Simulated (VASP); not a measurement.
# Al7SiCN7 (P1) in VASP: notebook, part 2 of 2

VASP 6.6.1. Earlier steps stand in the parts before.

**3. Single point, PBEsol**

This run uses another cell than the first one, of 10.49 Å³/atom.

INCAR

```
PREC = Accurate
ENCUT = 700
EDIFF = 1E-6
ISMEAR = -1
SIGMA = 0.05
LREAL = Auto
LASPH = True
NELM = 120
ALGO = Normal
ISIF = 2
LWAVE = False
LCHARG = True
GGA = PS
LELF = True
LVHAR = True
ISYM = -1
NBANDS = 246
GGA_COMPAT = False
```

KPOINTS

```
explicit points
1
Reciprocal
  0.25000000   0.25000000   0.25000000 1
```

POSCAR

```
Al7SiCN7
1.0
    9.3519026579      0.0000000000      0.0000000000
    0.0000000000     10.7934492060      0.0000000000
    0.0000000000      0.0000000000      9.9805007764
Al Si N C
42 6 42 6
Direct
    0.1684770000      0.0856240000      0.2490220000
    0.0009330000      0.3322770000      0.2508160000
    0.0015550000      0.3337000000      0.7443830000
    0.4983960000      0.0855710000      0.2458600000
    0.5011900000      0.0809730000      0.7459440000
    0.3318880000      0.3331390000      0.2519860000
    0.3314450000      0.3343240000      0.7512970000
    0.1634560000      0.5807950000      0.2498010000
    0.1657600000      0.5862460000      0.7490110000
    0.9999770000      0.8357540000      0.2415210000
    0.9973440000      0.8320280000      0.7467860000
    0.8336770000      0.0858230000      0.2484620000
    0.8313240000      0.0814900000      0.7510600000
    0.6672460000      0.3328100000      0.2503580000
    0.6668620000      0.3337030000      0.7513660000
    0.5016680000      0.5821160000      0.2500730000
    0.4985870000      0.5832820000      0.7501700000
    0.3386450000      0.8328930000      0.7501070000
    0.8334140000      0.5785330000      0.2507160000
    0.8358650000      0.5835540000      0.7486750000
    0.6703260000      0.8306340000      0.2409720000
    0.6650950000      0.8307900000      0.7525230000
    0.0004350000      0.1632270000      0.5011730000
    0.0000040000      0.1662850000      0.9952790000
    0.3330700000      0.1679060000      0.4973900000
    0.3336710000      0.1688160000      0.9972830000
    0.1657410000      0.4166140000      0.5013500000
    0.1661840000      0.4168900000      0.9999900000
    0.0002850000      0.6639080000      0.4943670000
    0.6657390000      0.1690060000      0.4984950000
    0.6655980000      0.1667200000      0.9975270000
    0.5001030000      0.4167470000      0.4998460000
    0.4970230000      0.4137450000      0.0018350000
    0.3315340000      0.6645740000      0.5010700000
    0.1693140000      0.9145570000      0.9971100000
    0.8343790000      0.4156800000      0.5013760000
    0.8368300000      0.4149030000      0.9992260000
    0.6691920000      0.6653620000      0.5002570000
    0.6710400000      0.6657730000      0.0024900000
    0.5049870000      0.9203740000      0.4957600000
    0.5020800000      0.9158160000      0.9989100000
    0.8331800000      0.9179330000      0.9999330000
    0.1678010000      0.0845830000      0.7489150000
    0.3316280000      0.8352870000      0.2478260000
    0.9986840000      0.6718670000      0.0043830000
    0.3321410000      0.6688920000      0.9998540000
    0.1659750000      0.9199830000      0.4966640000
    0.8327990000      0.9185510000      0.4973910000
    0.0032940000      0.1629000000      0.1852860000
    0.0095360000      0.1569820000      0.6951690000
    0.3282060000      0.1690680000      0.1884320000
    0.3187930000      0.1643240000      0.6909190000
    0.1697390000      0.4170610000      0.1878340000
    0.1684320000      0.4208100000      0.6945580000
    0.0016910000      0.6674980000      0.6839600000
    0.6692080000      0.1676680000      0.1897650000
    0.6710960000      0.1685900000      0.6891210000
    0.4977760000      0.4171980000      0.1919000000
    0.4983780000      0.4165600000      0.6916560000
    0.3342950000      0.6768230000      0.1838110000
    0.3321460000      0.6689440000      0.6896580000
    0.1797210000      0.9160950000      0.1920740000
    0.1709500000      0.9252950000      0.6783520000
    0.8326450000      0.4132840000      0.1876320000
    0.8328590000      0.4169650000      0.6940400000
    0.6653920000      0.6615270000      0.1934300000
    0.6661870000      0.6631130000      0.6899420000
    0.4888360000      0.9072720000      0.1985540000
    0.4992120000      0.9112940000      0.6832520000
    0.8341460000      0.9214880000      0.1943830000
    0.8331290000      0.9161800000      0.6741390000
    0.1646430000      0.0716480000      0.4407290000
    0.1665070000      0.0802240000      0.9263000000
    0.0031990000      0.3328170000      0.9368830000
    0.3332210000      0.3363250000      0.4425500000
    0.3300260000      0.3363730000      0.9396780000
    0.1696680000      0.5853340000      0.4396220000
    0.1702680000      0.5915240000      0.9457860000
    0.0024290000      0.8440720000      0.4457300000
    0.8361230000      0.0728580000      0.4433350000
    0.8360220000      0.0860620000      0.9382050000
    0.6661390000      0.3374320000      0.4407440000
    0.6666180000      0.3391730000      0.9409800000
    0.4982260000      0.5880760000      0.4399880000
    0.4856270000      0.5853200000      0.9459560000
    0.3184630000      0.8334550000      0.4311650000
    0.3325070000      0.8221150000      0.9415510000
    0.8326070000      0.5841540000      0.4419810000
    0.8472790000      0.5827660000      0.9407490000
    0.6810980000      0.8343230000      0.4392860000
    0.9992650000      0.6665360000      0.1864970000
    0.0007790000      0.3287210000      0.4439050000
    0.4991370000      0.0850710000      0.4388340000
    0.4964930000      0.0831050000      0.9391840000
    0.0038440000      0.8284870000      0.9388620000
    0.6676280000      0.8301880000      0.9435120000
```

Potentials or basis: VASP PAW PBE potentials, release 64 (Al, Si, N, C).

The run is started by

```
$ cat potpaw_PBE.64/Al/POTCAR potpaw_PBE.64/Si/POTCAR potpaw_PBE.64/N/POTCAR potpaw_PBE.64/C/POTCAR > POTCAR
$ mpirun -np 1 vasp_std > vasp.out
```

Wall time 13 min (1 thread of Intel Xeon Platinum 8488C (Sapphire Rapids), shared host); peak memory 1.5 GiB.

Results (log left out):

| Item | Value |
| --- | --- |
| Free energy | -743.9701 eV |
| Pressure | -0.1 GPa |
| Largest force | 0.051 eV/Å |
| Band gap on the k mesh | 3.27 eV |

Forces on the atoms (eV/Å):
```
Al  -0.006 -0.014  0.011
Al   0.008 -0.009 -0.009
Al   0.006 -0.013 -0.008
Al  -0.002 -0.010 -0.005
Al  -0.003 -0.004 -0.025
Al  -0.001 -0.002  0.004
Al   0.002 -0.007 -0.015
Al   0.014  0.004  0.014
Al   0.005  0.009  0.000
Al   0.010  0.011  0.004
Al   0.001  0.009 -0.007
Al   0.010  0.002  0.007
Al   0.010 -0.011 -0.011
Al  -0.007  0.001  0.002
Al  -0.005  0.003 -0.015
Al  -0.012  0.012  0.008
Al  -0.005  0.010 -0.006
Al  -0.012  0.005  0.004
Al  -0.005  0.009  0.008
Al  -0.001  0.017 -0.007
Al  -0.009  0.005  0.008
Al   0.000  0.001 -0.015
Al   0.006 -0.018 -0.002
Al   0.014 -0.013  0.006
Al  -0.011  0.000  0.004
Al  -0.026 -0.004  0.011
Al   0.011  0.017 -0.003
Al  -0.005  0.011  0.002
Al   0.006  0.010 -0.008
Al   0.015 -0.001  0.001
Al   0.016 -0.002  0.008
Al  -0.004  0.017  0.000
Al  -0.006  0.014  0.002
Al   0.004  0.019  0.000
Al   0.008  0.008  0.016
Al  -0.009  0.013 -0.001
Al   0.007  0.005  0.001
Al  -0.014  0.009 -0.004
Al  -0.001 -0.015  0.004
Al   0.007 -0.026 -0.011
Al  -0.022 -0.007  0.020
Al   0.009  0.006  0.015
Si  -0.002 -0.018  0.000
Si  -0.009 -0.012  0.015
Si  -0.001  0.009 -0.008
Si   0.014  0.000  0.012
Si   0.007 -0.024 -0.002
Si   0.010 -0.018 -0.012
N   -0.004  0.019  0.002
N   -0.026  0.017 -0.009
N    0.009  0.003 -0.007
N    0.030  0.020 -0.011
N   -0.005 -0.004  0.000
N   -0.002 -0.007  0.002
N   -0.007 -0.004  0.008
N   -0.005  0.003 -0.010
N   -0.005  0.006  0.001
N    0.004 -0.010 -0.006
N    0.005 -0.006  0.003
N    0.000 -0.021  0.010
N    0.002 -0.010  0.004
N   -0.031  0.017 -0.018
N   -0.001 -0.008  0.021
N    0.001  0.000  0.001
N   -0.005 -0.006 -0.002
N    0.009 -0.006 -0.008
N    0.003  0.001  0.005
N    0.039  0.018 -0.028
N    0.011  0.011  0.011
N    0.001  0.002 -0.017
N    0.000  0.004  0.034
N   -0.005  0.047 -0.005
N    0.005  0.004  0.032
N   -0.006  0.001 -0.001
N   -0.005  0.001  0.001
N    0.004 -0.005  0.001
N   -0.005 -0.017 -0.003
N   -0.015 -0.024 -0.015
N   -0.012 -0.022 -0.011
N   -0.004  0.035 -0.011
N   -0.008 -0.003  0.004
N    0.008 -0.003 -0.003
N    0.001 -0.007  0.003
N    0.005 -0.016  0.002
N    0.032 -0.021 -0.010
N    0.021 -0.016  0.014
N    0.004  0.032 -0.008
N    0.000 -0.014 -0.005
N   -0.021 -0.015 -0.002
N   -0.030 -0.018 -0.009
C   -0.005 -0.004  0.016
C    0.002  0.006 -0.002
C   -0.001  0.002 -0.003
C    0.001 -0.004  0.005
C   -0.010  0.009  0.005
C    0.000  0.004  0.005
```

Stress tensor (GPa, compression positive):
```
-0.08  0.02  0.11
 0.02 -0.07 -0.34
 0.11 -0.34 -0.10
```

Levels at points of the mesh, in eV from the valence-band top:
| k point | band 188 | band 189 | band 190 | band 191 | band 192 | band 193 | band 194 | band 195 | band 196 | band 197 |
| --- | --- | --- | --- | --- | --- | --- | --- | --- | --- | --- |
| (0.25, 0.25, 0.25) | -0.62 | -0.60 | -0.52 | -0.39 | 0.00 | 3.27 | 3.50 | 3.57 | 3.65 | 3.72 |

Caveat: the PAW data sets were made with another functional, which shifts forces and pressure a little; a shifted mesh leaves out Γ, where band edges can lie. A k mesh can miss the band edges.
